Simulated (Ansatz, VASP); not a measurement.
**Si4S: VASP beside Ansatz**

Contents of INCAR:

```
SYSTEM = Si4S
ALGO     = Normal         ! electronic algorithm
EDIFF    = 1E-7           ! SCF threshold, eV
EDIFFG   = -0.08          ! ionic threshold
ENCUT    = 600            ! plane-wave cutoff, eV
GGA      = PE             ! functional
IBRION   = 2              ! ionic algorithm
ISIF     = 3              ! what is computed and relaxed
ISMEAR   = 0              ! smearing method
LASPH    = .True.         ! aspherical terms in the spheres
LCHARG   = .False.        ! write CHGCAR
LREAL    = .False.        ! projectors in reciprocal space
LWAVE    = .False.        ! write WAVECAR
NELM     = 60             ! most SCF steps
NSW      = 36             ! ionic steps
PREC     = Accurate       ! precision mode
SIGMA    = 0.2            ! smearing width, eV
```

The input KPOINTS:

```
k-points
0
Gamma
  5 5 5
  0 0 0
```

File POSCAR:

```
Si4S
1.0
    1.9200000000      1.1085125200      8.1333333300
   -1.9200000000      1.1085125200      8.1333333300
    0.0000000000     -2.2170250300      8.1333333300
Si S
4 1
Direct
    0.9130000000      0.9130000000      0.9130000000
    0.0870000000      0.0870000000      0.0870000000
    0.4520000000      0.4520000000      0.4520000000
    0.5480000000      0.5480000000      0.5480000000
    0.0000000000      0.0000000000      0.0000000000
```

Input for Ansatz:

```yaml
crystal:
  lattice:
    - [1.92, 1.10851252, 8.13333333]
    - [-1.92, 1.10851252, 8.13333333]
    - [0.0, -2.21702503, 8.13333333]
  atoms:
    - { symbol: Si, position: [0.913, 0.913, 0.913] }
    - { symbol: Si, position: [0.087, 0.087, 0.087] }
    - { symbol: Si, position: [0.452, 0.452, 0.452] }
    - { symbol: Si, position: [0.548, 0.548, 0.548] }
    - { symbol: S, position: [0.0, 0.0, 0.0] }
basis:
  ecutwfc: 420
kpoints:
  mp_grid: { grid: [5, 5, 5] }
hamiltonian:
  xc: pbe
scf:
  occupations: { method: gaussian, width: 0.2 }
  lower_state_search: "off"
output:
  forces: true
  stress: true
  eigenvalues: true
relax:
  adjacent_minimum: "off"
  f_tol: 0.08
  max_steps: 16
  cell: { stress_tol: 0.8 }
```

Alike in both runs: task relaxation of cell and atoms; functional PBE; k mesh 5 × 5 × 5; occupations gaussian, width 0.2 eV; no spin polarisation.

|  | VASP | Ansatz |
| --- | --- | --- |
| version | VASP 6.6.1 | Ansatz 0.2.0 |
| potentials or method | VASP PAW PBE potentials, release 64 (Si, S), cutoff 600 eV | scalar-relativistic, plane waves, PAW |
| valence electrons in the cell | 22 | 22 |

Ansatz gave:

```
gap on the k mesh at the Fermi level, each at its own relaxed structure (eV) : 0.15
relaxed volume (Å³/atom)                                                     : 21.48
relaxed length of the cell vector where the two differ most in proportion (Å)              : 8.426
```

Problem. Which values does VASP return?

Solution. gap on the k mesh at the Fermi level, each at its own relaxed structure (eV): 0.14; relaxed volume (Å³/atom): 21.48; relaxed length of the cell vector where the two differ most in proportion (Å): 8.434.
